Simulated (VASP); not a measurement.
Wanted: the native input for a VASP 6.6.1 run.

| Item | Value |
| --- | --- |
| Task | single point |
| Functional | PBE |
| Potentials or basis | VASP PAW PBE potentials, release 64 (Re) |
| Cutoff | 520 eV |
| k mesh | 18 × 18 × 10 |
| Occupations | gaussian, width 0.1 eV |
| Spin | no spin polarisation |
| Dipole correction | no |
| Further INCAR settings | ALGO = Normal; EDIFF = 1e-06; NBANDS = 14 |

The structure of Re lies in POSCAR:

```
Re
1.0
    2.7748915361      0.0000000000      0.0000000000
   -1.3874457681      2.4031265630      0.0000000000
    0.0000000000      0.0000000000      4.4841313197
Re
2
Direct
    0.3333333333      0.6666666667      0.7500000000
    0.6666666667      0.3333333333      0.2500000000
```

The input as run:

INCAR

```
  PREC = Accurate
  ENCUT = 520
  EDIFF = 1E-6
  ISMEAR = 0
  SIGMA = 0.1
  LREAL = F
  LASPH = T
  NELM = 80
  ALGO = Normal
  ISIF = 2
  LWAVE = F
  LCHARG = F
  GGA = PE
  NBANDS = 14
```

KPOINTS

```
regular mesh
0
Gamma
  18 18 10
```

Potentials or basis: VASP PAW PBE potentials, release 64 (Re).

Command:

```sh
$ cat potpaw_PBE.64/Re/POTCAR > POTCAR
$ mpirun -np 1 vasp_std > vasp.out
```

It gave:

```yaml
Pressure: -0.6 GPa
Band_gap_on_the_k_mesh: zero (bands 7 and 8 overlap by 3.08 eV)
```

Caveat: spin-orbit coupling is left out, which moves the levels of the heavy elements.

Run time: 88 s on 1 thread of Intel(R) Xeon(R) Platinum 8259CL CPU @ 2.50GHz (Skylake/Cascade Lake) (shared host), peak memory 0.21 GiB.
